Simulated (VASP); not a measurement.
Runs of VASP 6.6.1 on Lu. The structure is that of space group Fm-3m (No. 225), or close to it. The cells are those of the table. This isn't the form of Lu at room conditions, which is hcp.

| cell | k mesh | gap on the mesh (eV) | pressure (GPa) |
| --- | --- | --- | --- |
| a = 3.286 Å, angles 60.0°, 1 atom | 13 × 13 × 13 | none | 4.7 |
| a = 3.378 Å, angles 60.0°, 1 atom | 11 × 11 × 11 | none | 0.2 |
| a = 3.378 Å, angles 60.0°, 1 atom | 19 × 19 × 19 | none | 0.2 |
| a = 3.466 Å, angles 60.0°, 1 atom | 13 × 13 × 13 | none | -3.0 |
| a = 3.333 Å, angles 60.0°, 1 atom | 13 × 13 × 13 | none | (a) |

Alike in all rows: task single point; level PBEsol; potentials or basis VASP PAW PBE potentials, release 64 (Lu); no spin polarisation; cutoff (eV) 520; smearing fermi-dirac 0.1 eV.

Problem. Estimate the missing entries.

Solution. (a) 2.2.

Caveats: the PAW data sets were made with another functional, which shifts forces and pressure a little; spin-orbit coupling is left out, which moves the levels of the heavy elements; the cell stands under pressure (at least some runs).

A k mesh can miss the band edges, and the runs leave out spin-orbit coupling on Lu.

A gap of «none» marks levels without a gap at the run's occupations.
